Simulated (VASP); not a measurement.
# GeW (Fm-3m) in VASP: a series of runs, part 2 of 2

VASP 6.6.1. The steps go on from the part before.

### 4 Relaxation of cell and atoms, BLYP+D4

INCAR reads:

```
SYSTEM = GeW
PREC = Accurate ; ENCUT = 600
EDIFF = 1E-7 ; ISMEAR = -1
SIGMA = 0.05 ; LREAL = .FALSE.
LASPH = .TRUE. ; NELM = 60
ALGO = Normal ; ISIF = 3
LWAVE = .FALSE. ; LCHARG = .FALSE.
GGA = B5 ; ALDAX = 1.0
AGGAX = 1.0 ; AGGAC = 1.0
ALDAC = 0.0 ; IVDW = 13
VDW_S6 = 1.0 ; VDW_S8 = 2.34076671
VDW_A1 = 0.44488865 ; VDW_A2 = 4.0933009
IBRION = 2 ; NSW = 60
EDIFFG = -0.01
```

KPOINTS reads:

```
Automatic mesh
0
G
  9 9 9
  0 0 0
```

POSCAR reads:

```
GeW
1.0
    0.0000000000      2.5776100000      2.5776100000
    2.5776100000      0.0000000000      2.5776100000
    2.5776100000      2.5776100000      0.0000000000
Ge W
1 1
Direct
    0.5000000000      0.5000000000      0.5000000000
    0.0000000000      0.0000000000      0.0000000000
```

Potentials or basis: VASP PAW PBE potentials, release 64 (Ge_d, W_sv).

Run with:

```bash
$ cat potpaw_PBE.64/Ge_d/POTCAR potpaw_PBE.64/W_sv/POTCAR > POTCAR
$ mpirun -np 1 vasp_std > vasp.out
```

OUTCAR:

```text
SYSTEM = GeW
   PREC = Accurate
   ENCUT = 600
   EDIFF = 1E-7
   ISMEAR = -1
   LREAL = .FALSE.
   LASPH = .TRUE.
   NELM = 60
   ISIF = 3
   GGA = B5
   IVDW = 13
   IBRION = 2
   NSW = 60
   EDIFFG = -0.01

 ion  position               nearest neighbor table
   1  0.500  0.500  0.500-   2 2.58   2 2.58   2 2.58   2 2.58   2 2.58   2 2.58
   2  0.000  0.000  0.000-   1 2.58   1 2.58   1 2.58   1 2.58   1 2.58   1 2.58

  LATTYP: Found a face centered cubic cell.
 ALAT       =     5.1552200000

  Lattice vectors:

 A1 = (   0.0000000000,   2.5776100000,   2.5776100000)
 A2 = (   2.5776100000,   0.0000000000,   2.5776100000)
 A3 = (   2.5776100000,   2.5776100000,   0.0000000000)

Analysis of symmetry for initial positions (statically):
=====================================================================
 Subroutine PRICEL returns:
 Original cell was already a primitive cell.

 Routine SETGRP: Setting up the symmetry group for a
 face centered cubic supercell.

 Subroutine GETGRP returns: Found 48 space group operations
 (whereof 48 operations were pure point group operations)
 out of a pool of 48 trial point group operations.

The static configuration has the point symmetry O_h .

Analysis of symmetry for dynamics (positions and initial velocities):
=====================================================================
 Subroutine PRICEL returns:
[... 144 lines left out ...]
 maximum number of plane-waves:      1158
 NGX is ok and might be reduce to    30
   NGX = 15   NGY = 15   NGZ = 15

--------------------------------------- Ionic step        1  -------------------------------------------

 number of electron      28.0000000 magnetization

 Free energy of the ion-electron system (eV)
  ---------------------------------------------------
  ext. energy  EPLUGINS =         0.00000000
  ---------------------------------------------------
  free energy    TOTEN  =       -13.29395155 eV

  energy without entropy =      -13.26899743  energy(sigma->0) =      -13.28147449

------------------------ aborting loop because EDIFF is reached ----------------------------------------

  DFT-D4 for vdW energy calculation

  Edisp (eV):   -1.94740
[... 71 lines left out ...]
--------------------------------------- Ionic step        3  -------------------------------------------

 number of electron      27.9999999 magnetization

 Free energy of the ion-electron system (eV)
  ---------------------------------------------------
  ext. energy  EPLUGINS =         0.00000000
  ---------------------------------------------------
  free energy    TOTEN  =       -13.29616524 eV

  energy without entropy =      -13.27118909  energy(sigma->0) =      -13.28367717

 E-fermi :   9.5522     XC(G=0): -11.7623

 val. band max:        9.5491020439   @ k =   0.3333   0.2222   0.0000
 cond. band min:       9.5773811320   @ k =  -0.3333   0.2222   0.0000
 fundamental gap:      0.0282790881
 Fermi energy:         9.5521795573

 k-point     1 :       0.0000    0.0000    0.0000
  band No.  band energies     occupation
      1     -64.4658      2.00000
      2     -28.9260      2.00000
      3     -28.9260      2.00000
      4     -28.9260      2.00000
      5     -14.9327      2.00000
      6     -14.9327      2.00000
[... 481 lines left out ...]
      5     -14.9255      2.00000
      6     -14.9215      2.00000
[... 10 lines left out ...]
     17      10.9287      0.00000
     18      11.5842      0.00000

 [... further k-points ...]

------------------------ aborting loop because EDIFF is reached ----------------------------------------

  DFT-D4 for vdW energy calculation

  Edisp (eV):   -1.94521
[... 25 lines left out ...]
  FREE ENERGIE OF THE ION-ELECTRON SYSTEM (eV)
  ---------------------------------------------------
  free  energy   TOTEN  =       -15.2413746086 eV

  energy  without entropy=      -15.2163984556  energy(sigma->0) =      -15.22888653

 reached required accuracy - stopping structural energy minimisation
```

It took 89 s on 1 thread of Intel Xeon Platinum 8259CL at 2.50GHz (Skylake/Cascade Lake), shared host; peak memory 0.19 GiB.

What came out:

```yaml
Free_energy: -15.2414 eV
Relaxed_volume: 17.15 Å³/atom
Relaxed_cell: a = 3.647 Å, b = 3.647 Å, c = 3.647 Å, α = 60.00°, β = 60.00°, γ = 60.00°
Space_group_after_relaxing_to_0.05_Å: Fm-3m (No. 225)
Energy_gained_by_relaxing: 0.0 meV/atom
Ionic_steps: 3
Pressure_after_relaxing: 0.0 GPa
Band_gap_on_the_k_mesh: zero (band 14 reaches 10.11 eV, above the bottom of band 15 at 8.39 eV)
Dispersion_energy_per_atom: -0.973 eV
```

Final structure:
```
Ge W
1.0
     0.00000    2.57862    2.57862
     2.57862    0.00000    2.57862
     2.57862    2.57862    0.00000
Ge W
1 1
Direct
  0.50000 0.50000 0.50000
  0.00000 0.00000 0.00000
```

Levels at points of the mesh, in eV from the Fermi level:
```
           k point  band 10  band 11  band 12  band 13  band 14  band 15  band 16  band 17  band 18
(0.00, 0.00, 0.00)   -12.26    -1.57    -1.57    -1.57    -0.87    -0.87     2.37     2.37     2.37
```

Caveat: the PAW data sets were made with another functional, which shifts forces and pressure a little; spin-orbit coupling is left out, which moves the levels of the heavy elements; pairwise dispersion overbinds metals, which lowers pressure and volume.

### 5 The runs side by side

| task | level | cell | cutoff (eV) | smearing | gap on the mesh (eV) | pressure (GPa) | relaxed volume (Å³/atom) |
| --- | --- | --- | --- | --- | --- | --- | --- |
| single point | PBE | as given | 520 | gaussian 0.03 eV | none | 0.4 | - |
| relaxation of cell and atoms | BLYP+D3(BJ) | relaxed | 600 | fermi-dirac 0.05 eV | none | 0.0 | 16.87 |
| relaxation of cell and atoms | BLYP+D4 | relaxed | 600 | fermi-dirac 0.05 eV | none | 0.0 | 17.15 |

Alike in all rows: potentials or basis VASP PAW PBE potentials, release 64 (Ge_d, W_sv); no spin polarisation; k mesh 9 × 9 × 9.

Caveats: spin-orbit coupling is left out, which moves the levels of the heavy elements; the PAW data sets were made with another functional, which shifts forces and pressure a little (some runs); pairwise dispersion overbinds metals, which lowers pressure and volume (some runs).

Absolute energies hang on the potentials; compare differences alone.
